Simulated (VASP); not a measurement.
# Sb (P-1) in VASP: elastic constants with PBEsol

Aim: the elastic constants of Sb with PBEsol.

Program: VASP 6.6.1. These are calculated values, not measurements. Logs are shortened: lines on timing, memory, paths and dates and some standing lists are left out, and cuts for length are marked.

## Step 1: The cell of the first run

The typed cell holds 1 atom: a = 3.459 Å, b = 3.554 Å, c = 3.342 Å, α = 58.62°, β = 55.56°, γ = 54.87°.

## Step 2: Elastic constants, PBEsol

Input file INCAR:

```
PREC = Accurate
ENCUT = 600
EDIFF = 1E-8
ISMEAR = -1
SIGMA = 0.05
LREAL = F
LASPH = T
NELM = 100
ALGO = Normal
ISIF = 3
LWAVE = F
LCHARG = T
GGA = PS
IBRION = 6
NFREE = 2
POTIM = 0.015
NSW = 1
```

Input file KPOINTS:

```
Automatic mesh
0
Gamma
  7 7 7
```

Input file POSCAR:

```
Sb
1.0
    0.1733647600      2.3885337500      2.4958692300
    2.4173055400      0.0646925500      2.6045414300
    2.3204533900      2.4003538000      0.1615447000
Sb
1
Direct
    0.0000000000      0.0000000000      0.0000000000
```

Potentials or basis: VASP PAW PBE potentials, release 64 (Sb).

On the command line:

```console
$ cat potpaw_PBE.64/Sb/POTCAR > POTCAR
$ mpirun -np 1 vasp_std > vasp.out
```

OUTCAR:

```text
PREC = Accurate
   ENCUT = 600
   EDIFF = 1E-8
   ISMEAR = -1
   LREAL = F
   LASPH = T
   NELM = 100
   ISIF = 3
   GGA = PS
   IBRION = 6
   NFREE = 2
   POTIM = 0.015
   NSW = 1

 ion  position               nearest neighbor table
   1  0.000  0.000  0.000-

  Warning from LATTYP: Got some problem with cell dimensions!
  Tried to take original basis but could not verify dimensions!
  LATTYP: Found a triclinic cell.
 ALAT       =     3.4589755750
 B/A-ratio  =     0.9663262552
 C/A-ratio  =     0.9344475022
 COS(alpha) =     0.0327225582
 COS(beta)  =     0.4374087776
 COS(gamma) =     0.5655612418

  Lattice vectors:

 A1 = (   0.1733647600,   2.3885337500,   2.4958692300)
 A2 = (   2.3204533900,   2.4003538000,   0.1615447000)
 A3 = (  -2.2439407800,   2.3238412000,  -0.1086722000)

Analysis of symmetry for initial positions (statically):
=====================================================================
 Subroutine PRICEL returns:
 Original cell was already a primitive cell.

 Routine SETGRP: Setting up the symmetry group for a
 triclinic supercell.

 Subroutine GETGRP returns: Found  2 space group operations
 (whereof  2 operations were pure point group operations)
 out of a pool of  2 trial point group operations.

The static configuration has the point symmetry S_2 .

Analysis of symmetry for dynamics (positions and initial velocities):
=====================================================================
 Subroutine PRICEL returns:
 Original cell was already a primitive cell.

 Routine SETGRP: Setting up the symmetry group for a
 triclinic supercell.

 Subroutine GETGRP returns: Found  2 space group operations
 (whereof  2 operations were pure point group operations)
 out of a pool of  2 trial point group operations.

The dynamic configuration has the point symmetry S_2 .

 Subroutine INISYM returns: Found  2 space group operations
 (whereof  2 operations are pure point group operations),
 and found     1 'primitive' translations

[... 326 lines left out ...]

 E-fermi :   8.5167     XC(G=0): -10.3906

 val. band max:        8.5147200536   @ k =  -0.0000   0.4286   0.2857
 cond. band min:       8.5510266794   @ k =  -0.4286   0.4286   0.1429
 fundamental gap:      0.0363066258
 Fermi energy:         8.5167270024

 k-point     1 :       0.0000    0.0000    0.0000
  band No.  band energies     occupation
      1      -4.5234      2.00000
      2      12.6449      0.00000
      3      13.8939      0.00000
      4      15.1432      0.00000
      5      17.0888      0.00000
      6      18.3131      0.00000
[... 199 lines left out ...]
 k-point    24 :      -0.2857    0.4286    0.0000
  band No.  band energies     occupation
      1       0.1312      2.00000
      2       4.3956      2.00000
      3       6.3011      2.00000
      4      10.4398      0.00000
      5      14.3863      0.00000
      6      20.8545      0.00000

 [... further k-points ...]
[... 5 lines left out ...]
  --------------------------------------------------------------------------------------
  -------------------------------------------------------------------------------------
  Total       -0.3039521      0.0357938      0.0137478     -0.3069933     -0.1097593     -0.1068284
  in kB      -18.3572685      2.1617760      0.8302991    -18.5409461     -6.6289430     -6.4519296
  external PRESSURE =      -5.1217311 kB  Pullay stress =       0.0000000 kB
[... 16 lines left out ...]
  FREE ENERGIE OF THE ION-ELECTRON SYSTEM (eV)
  ---------------------------------------------------
  free  energy   TOTEN  =        -4.2803092166 eV

  energy  without entropy=       -4.2732006571  energy(sigma->0) =       -4.27675494

 INTERNAL STRAIN TENSORS FROM STRAINED CELLS
 ============================================

 INTERNAL STRAIN TENSOR FOR ION    1 for displacements in x,y,z  (eV/Angst):
          X           Y           Z          XY          YZ          ZX
  --------------------------------------------------------------------------------
  x     0.00000     0.00000     0.00000     0.00000     0.00000     0.00000
  y     0.00000    -0.00000     0.00000     0.00000     0.00000     0.00000
  z    -0.00000    -0.00000     0.00000     0.00000     0.00000    -0.00000

 INTERNAL STRAIN TENSORS FROM DISPLACED ATOMS
 ============================================

 INTERNAL STRAIN TENSOR FOR ION    1 for displacements in x,y,z  (eV/Angst):
          X           Y           Z          XY          YZ          ZX
  --------------------------------------------------------------------------------
  x     0.00000     0.00000     0.00000     0.00000     0.00000     0.00000
  y     0.00000     0.00000     0.00000     0.00000     0.00000     0.00000
  z     0.00000     0.00000     0.00000     0.00000     0.00000     0.00000

 Eigenvectors and eigenvalues of the dynamical matrix
 ----------------------------------------------------

   1 f  =    0.000000 THz     0.000000 2PiTHz    0.000000 cm-1     0.000000 meV
             X         Y         Z           dx          dy          dz
      0.000000  0.000000  0.000000    -0.085324   -0.955968    0.280794

   2 f  =    0.000000 THz     0.000000 2PiTHz    0.000000 cm-1     0.000000 meV
             X         Y         Z           dx          dy          dz
      0.000000  0.000000  0.000000    -0.009715    0.282607    0.959187

   3 f/i=    0.000000 THz     0.000000 2PiTHz    0.000000 cm-1     0.000000 meV
             X         Y         Z           dx          dy          dz
      0.000000  0.000000  0.000000    -0.996306    0.079114   -0.033400

--------------------------------------------------------------------------------------------------------

 ELASTIC MODULI CONTR FROM IONIC RELAXATION (kBar)
 Direction    XX          YY          ZZ          XY          YZ          ZX
 --------------------------------------------------------------------------------
 XX           0.0000      0.0000      0.0000      0.0000      0.0000      0.0000
 YY           0.0000      0.0000      0.0000      0.0000      0.0000      0.0000
 ZZ           0.0000      0.0000      0.0000      0.0000      0.0000      0.0000
 XY           0.0000      0.0000      0.0000      0.0000      0.0000      0.0000
 YZ           0.0000      0.0000      0.0000      0.0000      0.0000      0.0000
 ZX           0.0000      0.0000      0.0000      0.0000      0.0000      0.0000
 --------------------------------------------------------------------------------

 TOTAL ELASTIC MODULI (kBar)
 Direction    XX          YY          ZZ          XY          YZ          ZX
 --------------------------------------------------------------------------------
 XX         294.9676    630.2494    965.2475    -97.3409    232.8208   -162.5445
 YY         630.2494    573.8617    733.3911    133.5679    -99.0376    147.9916
 ZZ         965.2475    733.3911    287.0624   -252.2108   -161.0708   -259.5627
 XY         -97.3409    133.5679   -252.2108    208.0580    303.5467    151.1589
 YZ         232.8208    -99.0376   -161.0708    303.5467     47.7202    -32.3979
 ZX        -162.5445    147.9916   -259.5627    151.1589    -32.3979    -97.6877
 --------------------------------------------------------------------------------
```

OSZICAR:

```text
N       E                     dE             d eps       ncg     rms          rms(c)
DAV:   1     0.905741391426E+01    0.90574E+01   -0.18491E+03  2088   0.631E+02
DAV:   2    -0.409636429446E+01   -0.13154E+02   -0.12548E+02  2946   0.801E+01
DAV:   3    -0.428711790268E+01   -0.19075E+00   -0.18948E+00  2418   0.106E+01
DAV:   4    -0.428787157585E+01   -0.75367E-03   -0.75363E-03  2892   0.884E-01
[... 171 lines left out ...]
DAV:   1    -0.427996994765E+01    0.33927E-03   -0.21257E-01  2100   0.326E+00    0.282E-02
DAV:   2    -0.428031143841E+01   -0.34149E-03   -0.34783E-03  2568   0.581E-01    0.168E-02
DAV:   3    -0.428030950239E+01    0.19360E-05   -0.20753E-05  2700   0.467E-02    0.319E-03
DAV:   4    -0.428030922592E+01    0.27647E-06   -0.15575E-06  2616   0.907E-03    0.560E-04
DAV:   5    -0.428030921661E+01    0.93086E-08   -0.95468E-08  2550   0.225E-03
  19 F= -.42803092E+01 E0= -.42767549E+01  d E =-.710856E-02
```

It took 7.8 min on 1 thread of Oxide Virtual Turin-like, shared host; peak memory 0.17 GiB.

Results:

| Quantity | Value |
| --- | --- |
| Voigt bulk modulus | 65 GPa |

Elastic tensor in Voigt notation (GPa, in the Cartesian axes of the cell as first typed):
```
 29  63  97  23 -16 -10
 63  57  73 -10  15  13
 97  73  29 -16 -26 -25
 23 -10 -16   5  -3  30
-16  15 -26  -3 -10  15
-10  13 -25  30  15  21
```

Clamped-ion elastic tensor (GPa):
```
 29  63  97  23 -16 -10
 63  57  73 -10  15  13
 97  73  29 -16 -26 -25
 23 -10 -16   5  -3  30
-16  15 -26  -3 -10  15
-10  13 -25  30  15  21
```

Caveat: the elastic tensor has a negative eigenvalue, so either the cell is unstable as it stands or the mesh is too thin; the PAW data sets were made with another functional, which shifts forces and pressure a little; spin-orbit coupling is left out, which moves the levels of the heavy elements.
